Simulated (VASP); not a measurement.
# Cs2Mg (P6/mmm) in VASP: notebook

The runs below take Cs2Mg through single point, relaxation of cell and atoms, with PBE.

Everything below comes from runs of VASP 6.6.1. Logs are shortened: lines on timing, memory, paths and dates and some standing lists are left out, and cuts for length are marked.

## 1. The cell of the first run

It takes space group P6/mmm (No. 191, hexagonal). Conventional cell: a = 7.191 Å, b = 7.191 Å, c = 4.495 Å, α = 90.00°, β = 90.00°, γ = 120.00°. Within 5.4 Å of Cs (site symmetry -6m2) lie 5 Cs at 4.15 to 4.49 Å and 6 Mg at 4.72 Å. Mg (site symmetry 6/mmm) has 2 Mg at 4.49 Å and 12 Cs at 4.72 Å within 5.9 Å.

## 2. Single point, PBE

Contents of INCAR:

```
  PREC = Accurate
  ENCUT = 520
  EDIFF = 1E-6
  ISMEAR = 0
  SIGMA = 0.1
  LREAL = False
  LASPH = True
  NELM = 80
  ALGO = Fast
  ISIF = 2
  LWAVE = False
  LCHARG = True
  GGA = PE
  LELF = True
  LVHAR = True
  NBANDS = 17
```

Contents of KPOINTS:

```
regular mesh
0
Gamma
  6 6 10
```

Contents of POSCAR:

```
Cs2Mg
1.0
    7.1908995801      0.0000000000      0.0000000000
   -3.5954497900      6.2275017124      0.0000000000
    0.0000000000      0.0000000000      4.4946985412
Cs Mg
2 1
Direct
    0.3333333333      0.6666666667      0.5000000000
    0.6666666667      0.3333333333      0.5000000000
    0.0000000000      0.0000000000      0.0000000000
```

Potentials or basis: VASP PAW PBE potentials, release 64 (Cs_sv, Mg).

Command:

```console
$ cat potpaw_PBE.64/Cs_sv/POTCAR potpaw_PBE.64/Mg/POTCAR > POTCAR
$ mpirun -np 1 vasp_std > vasp.out
```

OUTCAR:

```text
PREC = Accurate
   ENCUT = 520
   EDIFF = 1E-6
   ISMEAR = 0
   LREAL = False
   LASPH = True
   NELM = 80
   ISIF = 2
   GGA = PE

 ion  position               nearest neighbor table
   1  0.333  0.667  0.500-
   2  0.667  0.333  0.500-
   3  0.000  0.000  0.000-

  LATTYP: Found a hexagonal cell.
 ALAT       =     7.1908995801
 C/A-ratio  =     0.6250537212

  Lattice vectors:

 A1 = (   7.1908995801,   0.0000000000,   0.0000000000)
 A2 = (  -3.5954497900,   6.2275017124,   0.0000000000)
 A3 = (   0.0000000000,   0.0000000000,   4.4946985412)

Analysis of symmetry for initial positions (statically):
=====================================================================
 Subroutine PRICEL returns:
 Original cell was already a primitive cell.

 Routine SETGRP: Setting up the symmetry group for a
 hexagonal supercell.

 Subroutine GETGRP returns: Found 24 space group operations
 (whereof 24 operations were pure point group operations)
 out of a pool of 24 trial point group operations.

The static configuration has the point symmetry D_6h.

Analysis of symmetry for dynamics (positions and initial velocities):
=====================================================================
 Subroutine PRICEL returns:
 Original cell was already a primitive cell.

 Routine SETGRP: Setting up the symmetry group for a
 hexagonal supercell.

 Subroutine GETGRP returns: Found 24 space group operations
 (whereof 24 operations were pure point group operations)
 out of a pool of 24 trial point group operations.

The dynamic configuration has the point symmetry D_6h.

 Subroutine INISYM returns: Found 24 space group operations
 (whereof 24 operations are pure point group operations),
 and found     1 'primitive' translations

----------------------------------------------------------------------------------------

                                     Primitive cell

  volume of cell :     201.2786

  direct lattice vectors                    reciprocal lattice vectors
     7.190899580  0.000000000  0.000000000     0.139064659  0.080289018  0.000000000
    -3.595449790  6.227501712  0.000000000     0.000000000  0.160578037  0.000000000
     0.000000000  0.000000000  4.494698541     0.000000000  0.000000000  0.222484331

  length of vectors
     7.190899580  7.190899580  4.494698541     0.160578037  0.160578037  0.222484331

[... 75 lines left out ...]
   ICHARG =      2    charge: 1-file 2-atom 10-const
   ISPIN  =      1    spin polarized calculation?
   LNONCOLLINEAR =      F non collinear calculations
   LSORBIT =      F    spin-orbit coupling
   LASPH  =      T    aspherical Exc in radial PAW
   ENCUT  =  520.0 eV  38.22 Ry    6.18 a.u.  13.37 13.37  8.36*2*pi/ulx,y,z
   NELM   =     80;   NELMIN=  2; NELMDL= -5     # of ELM steps
   EDIFF  = 0.1E-05   stopping-criterion for ELM
   LREAL  =      F    real-space projection
   EDIFFG = 0.1E-04   stopping-criterion for IOM
   NSW    =      0    number of steps for IOM
   IBRION =     -1    ionic relax: 0-MD 1-quasi-New 2-CG
   NFREE  =      0    steps in history (QN), initial steepest desc. (CG)
   ISIF   =      2    stress and relaxation
   ISYM   =      2    0-nonsym 1-usesym 2-fastsym
   POTIM  = 0.5000    time-step for ionic-motion
   TEBEG  =    0.0;   TEEND  =   0.0 temperature during run
   PSTRESS=    0.0 pullay stress
   NELECT =      20.0000    total number of electrons
   NUPDOWN=      -1.0000    fix difference up-down
   EMIN   =  10.00;   EMAX   =-10.00  energy-range for DOS
   EFERMI =   0.00;   METHOD = LEGACY
   ISMEAR =     0;   SIGMA  =   0.10  broadening in eV -4-tet -1-fermi 0-gaus
   EFERMI_NEDOS =   21; number of points for ismear=-14 and -15
   IALGO  =     68    algorithm
   IMIX   =      4    mixing-type and parameters
     AMIX     =   0.40;   BMIX     =  1.00
     AMIX_MAG =   1.60;   BMIX_MAG =  1.00
  volume/ion in A,a.u.               =      67.09       452.77
  Fermi-wavevector in a.u.,A,eV,Ry     =   0.758261  1.432906  7.822810  0.574960
  Thomas-Fermi vector in A             =   1.856792
   LORBIT       =      0    0 simple, 1 ext, 2 COOP (PROOUT), +10 PAW based schemes
   GGA     = PE    functional components
   LHFCALC =     F    Hartree Fock is set to
   AEXX    =    0.0000 exact exchange contribution
   IVDW    =     0    specifies the selected vdW correction
   LEPSILON=     F    determine dielectric tensor
   LRPA    =     F    only Hartree local field effects (RPA)
 non-spin polarized calculation
 RMM-DIIS sequential band-by-band and
 Gauss-broadening in eV      SIGMA  =   0.10
  energy-cutoff  :      520.00
  volume of cell :      201.28
 maximum number of plane-waves:      5464
 NGX is ok and might be reduce to    54
   NGX = 27   NGY = 27   NGZ = 17

 number of electron      20.0000002 magnetization

 Free energy of the ion-electron system (eV)
  ---------------------------------------------------
  ext. energy  EPLUGINS =         0.00000000
  ---------------------------------------------------
  free energy    TOTEN  =        -2.33493754 eV

  energy without entropy =       -2.31769443  energy(sigma->0) =       -2.32631598

 E-fermi :   1.2194     XC(G=0):  -6.5056

 val. band max:        1.1778666924   @ k =   0.3333   0.0000   0.4000
 cond. band min:       1.2332130270   @ k =   0.5000   0.0000   0.5000
 fundamental gap:      0.0553463347
 Fermi energy:         1.2193626595

 k-point     1 :       0.0000    0.0000    0.0000
  band No.  band energies     occupation
      1     -22.6124      2.00000
      2     -22.5176      2.00000
      3      -9.6661      2.00000
      4      -9.6661      2.00000
      5      -9.2413      2.00000
      6      -9.1654      2.00000
[... 457 lines left out ...]
      4      -9.5542      2.00000
      5      -9.5026      2.00000
      6      -9.4065      2.00000
[... 9 lines left out ...]
     16       3.7458      0.00000
     17       4.5485      0.00000

 [... further k-points ...]
[... 5 lines left out ...]
  --------------------------------------------------------------------------------------
  -------------------------------------------------------------------------------------
  Total        0.0024283      0.0024283     -0.0325953      0.0000000     -0.0000000      0.0000000
  in kB        0.0193292      0.0193292     -0.2594586      0.0000000     -0.0000000      0.0000000
  external PRESSURE =      -0.0736000 kB  Pullay stress =       0.0000000 kB

 VOLUME and BASIS-vectors are now :
 -----------------------------------------------------------------------------
  energy-cutoff  :      520.00
  volume of cell :      201.28
      direct lattice vectors                 reciprocal lattice vectors
     7.190899580  0.000000000  0.000000000     0.139064659  0.080289018  0.000000000
    -3.595449790  6.227501712  0.000000000     0.000000000  0.160578037  0.000000000
     0.000000000  0.000000000  4.494698541     0.000000000  0.000000000  0.222484331

 POSITION                                       TOTAL-FORCE (eV/Angst)
 -----------------------------------------------------------------------------------
     -0.00000      4.15167      2.24735        -0.000000      0.000000      0.000000
      3.59545      2.07583      2.24735        -0.000000      0.000000     -0.000000
      0.00000      0.00000      0.00000         0.000000      0.000000      0.000000
 -----------------------------------------------------------------------------------
    total drift:                               -0.000000      0.000000      0.000000

  FREE ENERGIE OF THE ION-ELECTRON SYSTEM (eV)
  ---------------------------------------------------
  free  energy   TOTEN  =        -2.3349375372 eV

  energy  without entropy=       -2.3176944291  energy(sigma->0) =       -2.32631598
```

OSZICAR:

```text
N       E                     dE             d eps       ncg     rms          rms(c)
DAV:   1     0.138685842946E+03    0.13869E+03   -0.71101E+03  1428   0.879E+02
DAV:   2     0.159777018559E+02   -0.12271E+03   -0.11850E+03  2021   0.153E+02
DAV:   3    -0.202949618420E+01   -0.18007E+02   -0.17900E+02  1787   0.641E+01
DAV:   4    -0.235305227645E+01   -0.32356E+00   -0.32340E+00  1907   0.102E+01
DAV:   5    -0.235527134140E+01   -0.22191E-02   -0.22188E-02  1879   0.853E-01    0.663E-01
RMM:   6    -0.233843149652E+01    0.16840E-01   -0.20028E-02  1652   0.561E-01    0.433E-01
RMM:   7    -0.233416987579E+01    0.42616E-02   -0.52572E-02  1843   0.875E-01    0.156E-01
RMM:   8    -0.233489419304E+01   -0.72432E-03   -0.37124E-03  1844   0.287E-01    0.306E-02
RMM:   9    -0.233493552154E+01   -0.41329E-04   -0.15390E-03  2073   0.121E-01    0.105E-02
RMM:  10    -0.233494250913E+01   -0.69876E-05   -0.17533E-04  2122   0.489E-02    0.846E-03
RMM:  11    -0.233493683328E+01    0.56759E-05   -0.32292E-05  1989   0.258E-02    0.208E-03
RMM:  12    -0.233493753720E+01   -0.70392E-06   -0.64511E-06  1752   0.946E-03
   1 F= -.23349375E+01 E0= -.23263160E+01  d E =-.172431E-01
```

stdout:

```text
POSCAR found type information on POSCAR CsMg
 POSCAR found :  2 types and       3 ions
 scaLAPACK will be used
 LDA part: xc-table for (Slater+PW92), standard interpolation
 POSCAR, INCAR and KPOINTS ok, starting setup
 FFT: planning ... GRIDC
 FFT: planning ... GRID_SOFT
 FFT: planning ... GRID
 WAVECAR not read
 entering main loop
```

It took 2.4 min on 1 thread of Intel Xeon 6975P-C, shared host; peak memory 0.39 GiB.

Results:

```
Free energy            : -2.3349 eV
Pressure               : 0.0 GPa
Band gap on the k mesh : zero (band 10 reaches 1.74 eV, above the bottom of band 11 at 0.54 eV)
```

Levels at points of the mesh, in eV from the Fermi level:
| k point | band 8 | band 9 | band 10 | band 11 | band 12 | band 13 |
| --- | --- | --- | --- | --- | --- | --- |
| (0.00, 0.00, 0.00) | -10.34 | -3.16 | 0.21 | 0.21 | 0.46 | 1.64 |
| (0.50, 0.00, 0.00) | -10.33 | -2.65 | -1.10 | 0.32 | 0.40 | 1.78 |
| (0.00, 0.00, 0.50) | -10.34 | -1.60 | -0.73 | 0.79 | 0.79 | 1.04 |
| (0.50, 0.00, 0.50) | -10.29 | -1.74 | -0.10 | 0.01 | 0.44 | 1.23 |

Caveat: spin-orbit coupling is left out, which moves the levels of the heavy elements.

## 3. Relaxation of cell and atoms, PBE

Contents of INCAR:

```
SYSTEM = Cs2Mg
PREC     = Accurate       ! precision mode
ENCUT    = 600            ! plane-wave cutoff, eV
EDIFF    = 1E-6           ! SCF threshold, eV
ISMEAR   = 0              ! smearing method
SIGMA    = 0.1            ! smearing width, eV
LREAL    = .FALSE.        ! projectors in reciprocal space
LASPH    = .TRUE.         ! aspherical terms in the spheres
NELM     = 100            ! most SCF steps
ALGO     = Fast           ! electronic algorithm
ISIF     = 3              ! what is computed and relaxed
LWAVE    = .FALSE.        ! write WAVECAR
LCHARG   = .FALSE.        ! write CHGCAR
GGA      = PE             ! functional
IBRION   = 2              ! ionic algorithm
NSW      = 100            ! ionic steps
EDIFFG   = -0.01          ! ionic threshold
```

Contents of KPOINTS:

```
regular mesh
0
G
  6 6 10
  0 0 0
```

POSCAR is that of step 2.

Potentials or basis: VASP PAW PBE potentials, release 64 (Cs_sv, Mg).

Command:

```console
$ cat potpaw_PBE.64/Cs_sv/POTCAR potpaw_PBE.64/Mg/POTCAR > POTCAR
$ mpirun -np 1 vasp_std > vasp.out
```

Wall time 2.4 min (1 thread of Intel Xeon 6975P-C, shared host); peak memory 0.44 GiB.

The run converged. Its results:

| Property | Result |
| --- | --- |
| Free energy | -2.3350 eV |
| Relaxed volume | 67.07 Å³/atom |
| Relaxed cell | a = 7.192 Å, b = 7.192 Å, c = 4.493 Å, α = 90.00°, β = 90.00°, γ = 120.00° |
| Space group after relaxing (to 0.05 Å) | P6/mmm (No. 191) |
| Energy gained by relaxing | 0.0 meV/atom |
| Ionic steps | 2 |
| Pressure after relaxing | 0.0 GPa |
| Band gap on the k mesh | zero (band 10 reaches 1.74 eV, above the bottom of band 11 at 0.54 eV) |

Final structure:
```
Cs Mg
1.0
     7.19157    0.00000    0.00000
    -3.59578    6.22808    0.00000
     0.00000    0.00000    4.49250
Cs Mg
2 1
Cartesian
  0.0000 4.1521 2.2463
  3.5958 2.0760 2.2463
  0.0000 0.0000 0.0000
```

Levels at points of the mesh, in eV from the Fermi level:
| k point | band 7 | band 8 | band 9 | band 10 | band 11 | band 12 | band 13 | band 14 |
| --- | --- | --- | --- | --- | --- | --- | --- | --- |
| (0.00, 0.00, 0.00) | -10.39 | -10.34 | -3.16 | 0.21 | 0.21 | 0.46 | 1.64 | 2.11 |
| (0.50, 0.00, 0.00) | -10.38 | -10.33 | -2.65 | -1.10 | 0.32 | 0.40 | 1.78 | 1.98 |
| (0.00, 0.00, 0.50) | -10.34 | -10.34 | -1.60 | -0.73 | 0.78 | 0.78 | 1.04 | 1.04 |
| (0.50, 0.00, 0.50) | -10.46 | -10.29 | -1.74 | -0.10 | 0.01 | 0.44 | 1.23 | 1.93 |

Caveat: spin-orbit coupling is left out, which moves the levels of the heavy elements.
